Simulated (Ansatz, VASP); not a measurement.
# MgBe2Te2O: VASP beside Ansatz

File INCAR:

```
SYSTEM = MgBe2Te2O
ALGO     = Normal         ! electronic algorithm
EDIFF    = 1E-6           ! SCF threshold, eV
EDIFFG   = -0.04          ! ionic threshold
ENCUT    = 600            ! plane-wave cutoff, eV
GGA      = PE             ! functional
IBRION   = 2              ! ionic algorithm
ISIF     = 3              ! what is computed and relaxed
ISMEAR   = 0              ! smearing method
LASPH    = .True.         ! aspherical terms in the spheres
LCHARG   = .False.        ! write CHGCAR
LREAL    = .False.        ! projectors in reciprocal space
LWAVE    = .False.        ! write WAVECAR
NELM     = 60             ! most SCF steps
NSW      = 90             ! ionic steps
PREC     = Accurate       ! precision mode
SIGMA    = 0.1            ! smearing width, eV
```

The input KPOINTS:

```
k-points
0
Gamma
  4 4 4
  0 0 0
```

POSCAR

```
MgBe2Te2O
1.0
    4.2309887100      0.0000000000      0.0000000000
    0.0000000000      4.2309887100      0.0000000000
    0.0000000000      0.0000000000      5.6089285400
Mg Be Te O
1 2 2 1
Direct
    0.0000000000      0.0000000000      0.5000000000
    0.0000000000      0.5000000000      0.0000000000
    0.5000000000      0.0000000000      0.0000000000
    0.5000000000      0.5000000000      0.2710129900
    0.5000000000      0.5000000000      0.7289870100
    0.0000000000      0.0000000000      0.0000000000
```

Input for Ansatz:

```yaml
crystal:
  lattice:
    - [4.23098871, 0.0, 0.0]
    - [0.0, 4.23098871, 0.0]
    - [0.0, 0.0, 5.60892854]
  atoms:
    - { symbol: Mg, position: [0.0, 0.0, 0.5] }
    - { symbol: Be, position: [0.0, 0.5, 0.0] }
    - { symbol: Be, position: [0.5, 0.0, 0.0] }
    - { symbol: Te, position: [0.5, 0.5, 0.27101299] }
    - { symbol: Te, position: [0.5, 0.5, 0.72898701] }
    - { symbol: O, position: [0.0, 0.0, 0.0] }
basis:
  ecutwfc: 420
kpoints:
  mp_grid: { grid: [4, 4, 4] }
hamiltonian:
  xc: pbe
scf:
  occupations: { method: gaussian, width: 0.1 }
  lower_state_search: "off"
output:
  forces: true
  stress: true
  eigenvalues: true
relax:
  adjacent_minimum: "off"
  f_tol: 0.04
  max_steps: 70
  cell: { stress_tol: 0.4 }
```

Change from the starting cell: species swapped into the YCr2Si2C type (P4/mmm, No. 123).

Alike in both runs: task relaxation of cell and atoms; functional PBE; k mesh 4 × 4 × 4; occupations gaussian, width 0.1 eV; no spin polarisation.

|  | VASP | Ansatz |
| --- | --- | --- |
| version | VASP 6.6.1 | Ansatz 0.2.0 |
| potentials or method | VASP PAW PBE potentials, release 64 (Mg, Be, Te, O), cutoff 600 eV | scalar-relativistic, plane waves, PAW |
| valence electrons in the cell | 24 | 52 |

|  | VASP | Ansatz | Ansatz less VASP |
| --- | --- | --- | --- |
| gap on the k mesh at the Fermi level, each at its own relaxed structure (eV) | none | none | - |
| relaxed volume (Å³/atom) | 16.83 | 16.96 | +0.132 |
| relaxed cell length with the largest relative difference (Å) | 7.586 | 7.675 | +0.0885 |

A gap of «none» marks a metal or a gap that the smearing closes. VASP's potentials hold 24 valence electrons a cell and Ansatz's 52, so a difference there can come from the potentials and not from the codes.

The k mesh is coarse, so the values compare programs but aren't converged. Spin-orbit coupling is off throughout.
